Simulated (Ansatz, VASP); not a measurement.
# One calculation of Sn2PdSe5, two programs

```
Sn Pd Se
1.0
    -3.93549    3.93549    6.11976
     3.93549   -3.93549    6.11976
     3.93549    3.93549   -6.11976
Sn Pd Se
4 2 10
Direct
  0.84521 0.65479 0.50000
  0.34521 0.84521 0.19042
  0.15479 0.34521 0.50000
  0.65479 0.15479 0.80958
  0.75000 0.75000 0.00000
  0.25000 0.25000 0.00000
  0.51190 0.64481 0.50000
  0.85519 0.98810 0.50000
  0.01190 0.51190 0.86709
  0.35519 0.85519 0.86709
  0.14481 0.01190 0.50000
  0.48810 0.35519 0.50000
  0.64481 0.14481 0.13291
  0.98810 0.48810 0.13291
  0.00000 0.00000 0.00000
  0.50000 0.50000 0.00000
```

Alike in both runs: functional PBE; k mesh 2 × 2 × 2; occupations gaussian, width 0.15 eV; no spin polarisation.

Ansatz relaxed the structure, and its values are those at the end. VASP's run is a single point on that final structure, the one shown.

|  | VASP | Ansatz |
| --- | --- | --- |
| version | VASP 6.6.1 | Ansatz 0.2.0 |
| potentials or method | VASP PAW PBE potentials, release 64 (Sn_d, Pd, Se), cutoff 500 eV | scalar-relativistic, plane waves, PAW |
| valence electrons in the cell | 136 | 252 |

|  | VASP | Ansatz | Ansatz less VASP |
| --- | --- | --- | --- |
| gap on the k mesh at the Fermi level (eV) | 0.05 | 0.05 | -0.002 |
| least direct gap on the mesh (eV) | 0.05 | 0.05 | -0.002 |
| pressure (GPa) | 0.1 | 0.0 | -0.04 |
| rms of the force components (eV/Å) | 0.041 | 0.038 | -0.0029 |

With one functional, cell and mesh, what is left measures potentials, basis and numerics. VASP's potentials hold 136 valence electrons a cell and Ansatz's 252, so a difference there can come from the potentials and not from the codes.

The k mesh is coarse, so the values compare programs but aren't converged.
